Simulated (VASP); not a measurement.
Here is a VASP 6.6.1 calculation.

File INCAR:

```
SYSTEM = Ge
  PREC = Accurate
  ENCUT = 520
  EDIFF = 1E-6
  ISMEAR = -1
  SIGMA = 0.05
  LREAL = .FALSE.
  LASPH = .TRUE.
  NELM = 80
  ALGO = Normal
  ISIF = 2
  LWAVE = .FALSE.
  LCHARG = .FALSE.
  GGA = CA
  NBANDS = 21
```

File KPOINTS:

```
Automatic mesh
0
G
  13 13 13
  0 0 0
```

The input POSCAR:

```
Ge
1.0
    0.0000000000      2.7633856408      2.7633856408
    2.7633856408      0.0000000000      2.7633856408
    2.7633856408      2.7633856408      0.0000000000
Ge
2
Direct
   -0.1250000000     -0.1250000000     -0.1250000000
    0.1250000000      0.1250000000      0.1250000000
```

Potentials or basis: VASP PAW LDA potentials, release 64 (Ge_d).

Command:

```bash
$ cat potpaw_LDA.64/Ge_d/POTCAR > POTCAR
$ mpirun -np 1 vasp_std > vasp.out
```

(1) What does it give for the pressure?

(2) Estimate the band gap on the k mesh.

Results:

(1) 4.5 GPa.

(2) 0.30 eV, indirect (least direct gap 0.51 eV).
